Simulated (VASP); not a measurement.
# As (R-3m) in VASP: electric field gradients with r2SCAN

Aim: the electric field gradients of As with r2SCAN.

Program: VASP 6.6.1. These are calculated values, not measurements. Logs are shortened: lines on timing, memory, paths and dates and some standing lists are left out, and cuts for length are marked.

### 1 The cell of the first run

The structure is trigonal, space group R-3m (No. 166). The conventional cell has a = 3.762 Å, b = 3.762 Å, c = 10.542 Å, α = 90.00°, β = 90.00°, γ = 120.00°. As (site symmetry 3m) has 6 As at 2.51 to 3.14 Å within 3.3 Å.

### 2 Electric field gradients, r2SCAN

The input, POSCAR:

```
As
1.0
    3.7615937974      2.1717571914      7.0281239890
   -3.7615937974      2.1717571914      7.0281239890
    0.0000000000     -4.3435143830      7.0281239890
As
16
Direct
    0.3870000000      0.3870000000      0.3870000000
    0.3870000000      0.3870000000      0.8870000000
    0.3870000000      0.8870000000      0.3870000000
    0.3870000000      0.8870000000      0.8870000000
    0.8870000000      0.3870000000      0.3870000000
    0.8870000000      0.3870000000      0.8870000000
    0.8870000000      0.8870000000      0.3870000000
    0.8870000000      0.8870000000      0.8870000000
    0.1130000000      0.1130000000      0.1130000000
    0.1130000000      0.1130000000      0.6130000000
    0.1130000000      0.6130000000      0.1130000000
    0.1130000000      0.6130000000      0.6130000000
    0.6130000000      0.1130000000      0.1130000000
    0.6130000000      0.1130000000      0.6130000000
    0.6130000000      0.6130000000      0.1130000000
    0.6130000000      0.6130000000      0.6130000000
```

The input, INCAR.step1:

```
SYSTEM = As
PREC = Accurate
ENCUT = 520
ISMEAR = -1
SIGMA = 0.05
LREAL = Auto
LASPH = .TRUE.
NELM = 80
NBANDS = 54
GGA = PE
ALGO = Normal
EDIFF = 1E-4
LWAVE = .TRUE.
LCHARG = .FALSE.
```

The input, INCAR.step2:

```
SYSTEM = As
PREC = Accurate
ENCUT = 520
EDIFF = 1E-8
ISMEAR = -1
SIGMA = 0.05
LREAL = Auto
LASPH = .TRUE.
NELM = 80
ALGO = Normal
ISIF = 2
LWAVE = .FALSE.
LCHARG = .FALSE.
METAGGA = R2SCAN
LMIXTAU = .TRUE.
LEFG = .TRUE.
NBANDS = 54
ISTART = 1
```

The input, KPOINTS:

```
regular mesh
0
G
  6 6 6
  0 0 0
```

Potentials or basis: VASP PAW PBE potentials, release 64 (As).

Started as:

```sh
$ cat potpaw_PBE.64/As/POTCAR > POTCAR
$ cp INCAR.step1 INCAR
$ mpirun -np 1 vasp_std > vasp.out
$ cp INCAR.step2 INCAR
$ mpirun -np 1 vasp_std > vasp.out
```

OUTCAR:

```text
SYSTEM = As
   PREC = Accurate
   ENCUT = 520
   EDIFF = 1E-8
   ISMEAR = -1
   LREAL = Auto
   LASPH = .TRUE.
   NELM = 80
   ISIF = 2
   METAGGA = R2SCAN
   ISTART = 1

 ion  position               nearest neighbor table
   1  0.387  0.387  0.387-  15 2.51  14 2.51  12 2.51
   2  0.387  0.387  0.887-  16 2.51  13 2.51  11 2.51
   3  0.387  0.887  0.387-  13 2.51  10 2.51  16 2.51
   4  0.387  0.887  0.887-  14 2.51   9 2.51  15 2.51
   5  0.887  0.387  0.387-  11 2.51  10 2.51  16 2.51
   6  0.887  0.387  0.887-  12 2.51   9 2.51  15 2.51
[... 8 lines left out ...]
  15  0.613  0.613  0.113-   1 2.51   4 2.51   6 2.51
  16  0.613  0.613  0.613-   2 2.51   3 2.51   5 2.51
[... 7 lines left out ...]
 A1 = (   3.7615937974,   2.1717571914,   7.0281239890)
 A2 = (  -3.7615937974,   2.1717571914,   7.0281239890)
 A3 = (   0.0000000000,  -4.3435143830,   7.0281239890)

Analysis of symmetry for initial positions (statically):
=====================================================================
 Subroutine PRICEL returns following result:

  LATTYP: Found a trigonal (rhomboedric) cell.
 ALAT       =     4.1310000000
 COS(alpha) =     0.5854247172

  Lattice vectors:

 A1 = (   1.8807968987,   1.0858785957,   3.5140619945)
 A2 = (  -1.8807968987,   1.0858785957,   3.5140619945)
 A3 = (   0.0000000000,  -2.1717571915,   3.5140619945)

   8 primitive cells build up your supercell.

 Routine SETGRP: Setting up the symmetry group for a
 trigonal (rhombohedral) supercell.

 Subroutine GETGRP returns: Found 12 space group operations
 (whereof 12 operations were pure point group operations)
 out of a pool of 12 trial point group operations.

The static configuration has the point symmetry D_3d.

Analysis of symmetry for dynamics (positions and initial velocities):
=====================================================================
 Subroutine PRICEL returns following result:

  LATTYP: Found a trigonal (rhomboedric) cell.
 ALAT       =     4.1310000000
 COS(alpha) =     0.5854247172

  Lattice vectors:

 A1 = (   1.8807968987,   1.0858785957,   3.5140619945)
 A2 = (  -1.8807968987,   1.0858785957,   3.5140619945)
[... 1487 lines left out ...]

 [bands above 52 left out]

------------------------ aborting loop because EDIFF is reached ----------------------------------------

  FORCE on cell =-STRESS in cart. coord.  units (eV):
  Direction    XX          YY          ZZ          XY          YZ          ZX
  --------------------------------------------------------------------------------------
  -------------------------------------------------------------------------------------
  Total        3.9948051      3.9948051      4.9800673      0.0000000     -0.0000000      0.0000000
  in kB       18.5794284     18.5794284     23.1617819      0.0000000     -0.0000000      0.0000000
  external PRESSURE =      20.1068795 kB  Pullay stress =       0.0000000 kB

 VOLUME and BASIS-vectors are now :
 -----------------------------------------------------------------------------
  energy-cutoff  :      520.00
  volume of cell :      344.49
      direct lattice vectors                 reciprocal lattice vectors
     3.761593797  2.171757191  7.028123989     0.132922380  0.076742772  0.047428494
    -3.761593797  2.171757191  7.028123989    -0.132922380  0.076742772  0.047428494
     0.000000000 -4.343514383  7.028123989     0.000000000 -0.153485544  0.047428494

 POSITION                                       TOTAL-FORCE (eV/Angst)
 -----------------------------------------------------------------------------------
      0.00000     -0.00000      8.15965         0.000000      0.000000     -0.203740
      0.00000     -2.17176     11.67371         0.000000      0.000000     -0.203740
     -1.88080      1.08588     11.67371         0.000000      0.000000     -0.203740
     -1.88080     -1.08588     15.18778         0.000000      0.000000     -0.203740
      1.88080      1.08588     11.67371         0.000000      0.000000     -0.203740
      1.88080     -1.08588     15.18778         0.000000      0.000000     -0.203740
[... 8 lines left out ...]
      0.00000      2.17176      9.41066         0.000000     -0.000000      0.203740
      0.00000     -0.00000     12.92472         0.000000     -0.000000      0.203740
 -----------------------------------------------------------------------------------
    total drift:                                0.000000     -0.000000      0.000000

  FREE ENERGIE OF THE ION-ELECTRON SYSTEM (eV)
  ---------------------------------------------------
  free  energy   TOTEN  =      -235.0218455688 eV

  energy  without entropy=     -235.0110681407  energy(sigma->0) =     -235.01645685

 Electric field gradients (V/A^2)
---------------------------------------------------------------------
 ion       V_xx      V_yy      V_zz      V_xy      V_xz      V_yz
---------------------------------------------------------------------
   1      32.807    32.807   -65.613     0.000    -0.000     0.000
   2      32.807    32.807   -65.613     0.000    -0.000     0.000
   3      32.807    32.807   -65.613     0.000     0.000     0.000
   4      32.807    32.807   -65.613     0.000    -0.000     0.000
   5      32.807    32.807   -65.613     0.000    -0.000     0.000
   6      32.807    32.807   -65.613    -0.000    -0.000     0.000
[... 8 lines left out ...]
  15      32.807    32.807   -65.613    -0.000     0.000     0.000
  16      32.807    32.807   -65.613     0.000     0.000     0.000
---------------------------------------------------------------------

 Electric field gradients after diagonalization (V/A^2)
 (convention: |V_zz| > |V_xx| > |V_yy|)
----------------------------------------------------------------------
 ion       V_xx      V_yy      V_zz     asymmetry (V_yy - V_xx)/ V_zz
----------------------------------------------------------------------
   1      32.807    32.807   -65.613       0.000
   2      32.807    32.807   -65.613       0.000
   3      32.807    32.807   -65.613       0.000
   4      32.807    32.807   -65.613       0.000
   5      32.807    32.807   -65.613       0.000
   6      32.807    32.807   -65.613       0.000
[... 8 lines left out ...]
  15      32.807    32.807   -65.613       0.000
  16      32.807    32.807   -65.613       0.000
----------------------------------------------------------------------

           NMR quadrupolar parameters

 Cq : quadrupolar parameter    Cq=e*Q*V_zz/h
 eta: asymmetry parameters     (V_yy - V_xx)/ V_zz
 Q  : nuclear electric quadrupole moment in mb (millibarn)
----------------------------------------------------------------------
 ion       Cq(MHz)       eta       Q (mb)
----------------------------------------------------------------------
   1      -0.159       0.000       1.000
   2      -0.159       0.000       1.000
   3      -0.159       0.000       1.000
   4      -0.159       0.000       1.000
   5      -0.159       0.000       1.000
   6      -0.159       0.000       1.000
[... 8 lines left out ...]
  15      -0.159       0.000       1.000
  16      -0.159       0.000       1.000
----------------------------------------------------------------------
```

OUTCAR.step1:

```text
SYSTEM = As
   PREC = Accurate
   ENCUT = 520
   ISMEAR = -1
   LREAL = Auto
   LASPH = .TRUE.
   NELM = 80
[... 1584 lines left out ...]
      1.88080     -1.08588     15.18778         0.000000      0.000000     -0.490982
[... 8 lines left out ...]
      0.00000      2.17176      9.41066         0.000000     -0.000000      0.490982
      0.00000     -0.00000     12.92472         0.000000     -0.000000      0.490982
 -----------------------------------------------------------------------------------
    total drift:                                0.000000     -0.000000      0.000000

  FREE ENERGIE OF THE ION-ELECTRON SYSTEM (eV)
  ---------------------------------------------------
  free  energy   TOTEN  =       -74.5181878305 eV

  energy  without entropy=      -74.5049529221  energy(sigma->0) =      -74.51157038
```

OSZICAR.step1:

```text
N       E                     dE             d eps       ncg     rms          rms(c)
DAV:   1     0.346520191336E+03    0.34652E+03   -0.31740E+04  3456   0.125E+03
DAV:   2    -0.407677838035E+02   -0.38729E+03   -0.36775E+03  4172   0.193E+02
DAV:   3    -0.738252368297E+02   -0.33057E+02   -0.32184E+02  4336   0.552E+01
DAV:   4    -0.746462283067E+02   -0.82099E+00   -0.80670E+00  4328   0.848E+00
DAV:   5    -0.746683733053E+02   -0.22145E-01   -0.22087E-01  4352   0.118E+00    0.965E+00
DAV:   6    -0.745660551939E+02    0.10232E+00   -0.55269E-02  4316   0.898E-01    0.584E+00
DAV:   7    -0.745168007248E+02    0.49254E-01   -0.11843E-01  4034   0.131E+00    0.251E-01
DAV:   8    -0.745177207319E+02   -0.92001E-03   -0.66581E-03  4196   0.278E-01    0.987E-02
DAV:   9    -0.745181759921E+02   -0.45526E-03   -0.78579E-04  4352   0.954E-02    0.322E-02
DAV:  10    -0.745181878305E+02   -0.11838E-04   -0.45156E-05  2422   0.245E-02
   1 F= -.74518188E+02 E0= -.74511570E+02  d E =-.132349E-01
```

Run time: 2.1 h. Hardware: 1 thread of Oxide Virtual Turin-like, shared host; peak memory 0.82 GiB.

What came out:

* Free energy: -235.0218 eV
* Pressure: 2.0 GPa
* Largest force: 0.204 eV/Å
* Band gap on the k mesh: zero (bands 40 and 41 overlap by 0.29 eV)
* Largest electric field gradient by atom: As -65.6 V/Å²

Forces in eV/Å, atoms in the order of the input:
```
As   0.000  0.000 -0.204
As   0.000  0.000 -0.204
As   0.000  0.000 -0.204
As   0.000  0.000 -0.204
As   0.000  0.000 -0.204
As   0.000  0.000 -0.204
As   0.000  0.000 -0.204
As   0.000  0.000 -0.204
As   0.000  0.000  0.204
As   0.000  0.000  0.204
As   0.000  0.000  0.204
As   0.000  0.000  0.204
As   0.000  0.000  0.204
As   0.000  0.000  0.204
As   0.000  0.000  0.204
As   0.000  0.000  0.204
```

Stress tensor (GPa, compression positive):
```
1.86 0.00 0.00
0.00 1.86 0.00
0.00 0.00 2.32
```

Levels at points of the mesh, in eV from the Fermi level:
| k point | band 37 | band 38 | band 39 | band 40 | band 41 | band 42 | band 43 | band 44 |
| --- | --- | --- | --- | --- | --- | --- | --- | --- |
| (0.00, 0.00, 0.00) | -0.58 | -0.54 | -0.54 | -0.54 | -0.28 | -0.28 | -0.28 | 0.43 |
| (0.50, 0.00, 0.00) | -2.32 | -2.32 | -1.69 | -1.69 | 1.20 | 1.20 | 2.02 | 2.02 |
| (0.50, 0.50, 0.00) | -1.44 | -1.44 | -0.88 | -0.88 | 1.14 | 1.14 | 1.32 | 1.32 |
| (0.50, 0.50, 0.50) | -2.28 | -2.28 | -1.11 | -1.11 | 1.67 | 1.67 | 1.67 | 1.67 |

Electric field gradients, principal values (V/Å²):
```csv
atom,least,middle,greatest (by size)
1 As,32.807,32.807,-65.613
2 As,32.807,32.807,-65.613
3 As,32.807,32.807,-65.613
4 As,32.807,32.807,-65.613
5 As,32.807,32.807,-65.613
6 As,32.807,32.807,-65.613
7 As,32.807,32.807,-65.613
8 As,32.807,32.807,-65.613
9 As,32.807,32.807,-65.613
10 As,32.807,32.807,-65.613
11 As,32.807,32.807,-65.613
12 As,32.807,32.807,-65.613
13 As,32.807,32.807,-65.613
14 As,32.807,32.807,-65.613
15 As,32.807,32.807,-65.613
16 As,32.807,32.807,-65.613
```

Caveat: without QUAD_EFG the Cq values of the log hold for a quadrupole moment of 1 mb, not for the nuclei; the PAW data sets were made with another functional, which shifts forces and pressure a little.
